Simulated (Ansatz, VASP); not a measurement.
**Two plane-wave programs on GaN**

```
CELL_PARAMETERS angstrom
3.36029 0.00000 0.00000
-1.68015 2.91010 0.00000
0.00000 0.00000 4.65133
ATOMIC_POSITIONS crystal
Ga 0.33333 0.66667 0.99911
Ga 0.66667 0.33333 0.49911
N 0.33333 0.66667 0.37589
N 0.66667 0.33333 0.87589
```

Alike in both runs: task single point; functional r2SCAN; k mesh 12 × 12 × 6; occupations gaussian, width 0.05 eV; no spin polarisation.

|  | VASP | Ansatz |
| --- | --- | --- |
| version | VASP 6.6.1 | Ansatz 0.2.0 |
| potentials or method | VASP PAW PBE potentials, release 64 (Ga_d, N), cutoff 520 eV | scalar-relativistic, plane waves, PAW |
| valence electrons in the cell | 36 | 36 |

Ansatz gave:

| Property | Result |
| --- | --- |
| gap on the k mesh at the Fermi level (eV) | 2.22 |
| least direct gap on the mesh (eV) | 2.22 |
| pressure (GPa) | 8.2 |
| traceless stress, the component that is largest in VASP (GPa) | 49.27 |
| rms of the force components (eV/Å) | 1.877 |

Problem. Which values does VASP return?

Solution. gap on the k mesh at the Fermi level (eV): 2.21; least direct gap on the mesh (eV): 2.21; pressure (GPa): 9.2; traceless stress, the component that is largest in VASP (GPa): 49.76; rms of the force components (eV/Å): 1.910.

VASP's potentials were made for PBE, not for r2SCAN. Atom by atom the forces differ by 0.033 eV/Å (rms over components).
